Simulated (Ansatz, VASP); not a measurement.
# Rb2Ag3 in VASP and in Ansatz

```xyz
5
Lattice="6.4676 0.0000 0.0000 0.0000 6.4676 0.0000 0.0000 0.0000 6.4676" Properties=species:S:1:pos:R:3 pbc="T T T"
Rb    0.0000    0.0000    0.0000
Rb    3.2338    3.2338    3.2338
Ag    3.2338    0.0000    0.0000
Ag    0.0000    3.2338    0.0000
Ag    0.0000    0.0000    3.2338
```

Alike in both runs: task relaxation of cell and atoms; functional PBE; k mesh 6 × 6 × 6; occupations gaussian, width 0.1 eV; no spin polarisation.

|  | VASP | Ansatz |
| --- | --- | --- |
| version | VASP 6.6.1 | Ansatz 0.2.0 |
| potentials or method | VASP PAW PBE potentials, release 64 (Rb_sv, Ag), cutoff 500 eV | scalar-relativistic, plane waves, PAW |
| valence electrons in the cell | 51 | 75 |

|  | VASP | Ansatz | Ansatz less VASP |
| --- | --- | --- | --- |
| gap on the k mesh at the Fermi level, each at its own relaxed structure (eV) | none | none | - |
| relaxed volume (Å³/atom) | 54.11 | 54.11 | 0.000 |
| relaxed length of the cell vector where the two differ most in proportion (Å) | 6.468 | 6.468 | 0.0000 |

A gap of «none» marks a metal or a gap that the smearing closes. VASP's potentials hold 51 valence electrons a cell and Ansatz's 75, so a difference there can come from the potentials and not from the codes.

Noted on VASP's run: the relaxation stopped at its first step, so nothing moved.
